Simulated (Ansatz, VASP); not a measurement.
## TlAgS2: VASP beside Ansatz

```
CELL_PARAMETERS angstrom
4.43521 0.00000 0.00000
0.00000 4.43521 0.00000
0.00000 0.00000 6.27233
ATOMIC_POSITIONS crystal
Tl 0.50000 0.50000 0.50000
Ag 0.00000 0.00000 0.00000
S 0.50000 0.00000 0.25000
S 0.00000 0.50000 0.75000
```

Alike in both runs: task single point; functional PBE; k mesh 4 × 4 × 4; occupations gaussian, width 0.1 eV; no spin polarisation.

|  | VASP | Ansatz |
| --- | --- | --- |
| version | VASP 6.6.1 | Ansatz 0.2.0 |
| potentials or method | VASP PAW PBE potentials, release 64 (Tl_d, Ag, S), cutoff 520 eV | scalar-relativistic, plane waves, PAW |
| valence electrons in the cell | 36 | 44 |

```tsv
	VASP	Ansatz	Ansatz less VASP
gap on the k mesh at the Fermi level (eV)	none	none	-
pressure (GPa)	-4.8	-4.8	+0.06
traceless stress, the component that is largest in VASP (GPa)	0.21	0.21	-0.001
rms of the force components (eV/Å)	0.040	0.041	+0.0009
```

Atom by atom the forces differ by 0.001 eV/Å (rms over components). A gap of «none» marks a metal or a gap that the smearing closes. The functional is the same, so the differences come from potentials, cutoffs and numerics. VASP's potentials hold 36 valence electrons a cell and Ansatz's 44, so a difference there can come from the potentials and not from the codes.

Spin-orbit coupling is off throughout.
